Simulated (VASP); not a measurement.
Wanted: the native input for a VASP 6.6.1 run.

| Quantity | Value |
| --- | --- |
| Task | single point |
| Functional | LDA |
| Potentials or basis | VASP PAW LDA potentials, release 64 (Mo_sv, S) |
| Cutoff | 520 eV |
| k mesh | 12 × 12 × 12 |
| Occupations | fermi-dirac, width 0.05 eV |
| Spin | no spin polarisation |
| Dipole correction | no |
| Further INCAR settings | ALGO = Normal; EDIFF = 1e-06; NBANDS = 20 |

The structure of MoS2 lies in POSCAR:

```
MoS2
1.0
    1.5800000000      0.9122130000      6.1500000000
   -1.5800000000      0.9122130000      6.1500000000
    0.0000000000     -1.8244270000      6.1500000000
Mo S
1 2
Direct
    0.0000000000      0.0000000000      0.0000000000
    0.2500000000      0.2500000000      0.2500000000
    0.4170000000      0.4170000000      0.4170000000
```

The input as run:

INCAR

```
SYSTEM = MoS2
ALGO = Normal ; EDIFF = 1E-6
ENCUT = 520 ; ISIF = 2
ISMEAR = -1 ; LASPH = .TRUE.
LCHARG = .FALSE. ; LREAL = .FALSE.
LWAVE = .FALSE. ; NBANDS = 20
NELM = 100 ; PREC = Accurate
SIGMA = 0.05
```

KPOINTS

```
k-points
0
G
  12 12 12
  0 0 0
```

Potentials or basis: VASP PAW LDA potentials, release 64 (Mo_sv, S).

Run with:

```sh
$ cat potpaw_LDA.64/Mo_sv/POTCAR potpaw_LDA.64/S/POTCAR > POTCAR
$ mpirun -np 1 vasp_std > vasp.out
```

Results of the run:

```json
{
  "Pressure": "-2.3 GPa",
  "Largest force": "0.098 eV/Å",
  "Band gap on the k mesh": "0.87 eV, indirect (least direct gap 1.71 eV)"
}
```

Wall time 6.5 min on 1 thread of Intel(R) Xeon(R) Platinum 8375C CPU @ 2.90GHz (Ice Lake), with other jobs on the host, peak memory 0.37 GiB.
